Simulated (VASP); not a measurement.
Crystal: Be3Pd.

```
CELL_PARAMETERS angstrom
4.29950 0.00000 0.00000
1.73489 3.93393 0.00000
-3.01719 -1.96696 2.34803
ATOMIC_POSITIONS crystal
Be 0.75000 0.25000 0.50000
Be 0.25000 0.75000 0.50000
Be 0.50000 0.50000 0.00000
Pd 0.00000 0.00000 0.00000
```

```yaml
Program: VASP 6.6.1
Task: relaxation of cell and atoms
Functional: PBEsol
Potentials_or_basis: VASP PAW PBE potentials, release 64 (Be, Pd)
Cutoff: 600 eV
k_mesh: 8 × 8 × 10
Occupations: gaussian, width 0.05 eV
Spin: no spin polarisation
```

At the start: pressure -3.4 GPa; volume 9.93 Å³/atom.

Where does the relaxation end?

Over 3 steps the energy falls by 2.3 meV/atom and the volume is 9.71 Å³/atom (-2.2 %); space group I4/mmm (No. 139, to 0.05 Å).

The path:
| step | energy change (eV) | largest force (eV/Å) | pressure (GPa) | volume (Å³) |
| --- | --- | --- | --- | --- |
| 1 | 0.0000 | 0.0000 | -3.38 | 39.71 |
| 2 | -0.0080 | 0.0000 | 1.38 | 38.52 |
| 3 | -0.0094 | 0.0000 | 0.00 | 38.85 |

Final structure:
```
Be Pd
1.0
     4.26873    0.00101    0.00000
     1.72341    3.90538    0.00000
    -2.99607   -1.95319    2.33038
Be Pd
3 1
Cartesian
  2.1344 0.0005 1.1652
  0.8617 1.9527 1.1652
  2.9961 1.9532 0.0000
  0.0000 0.0000 0.0000
```

Caveat: the PAW data sets were made with another functional, which shifts forces and pressure a little.
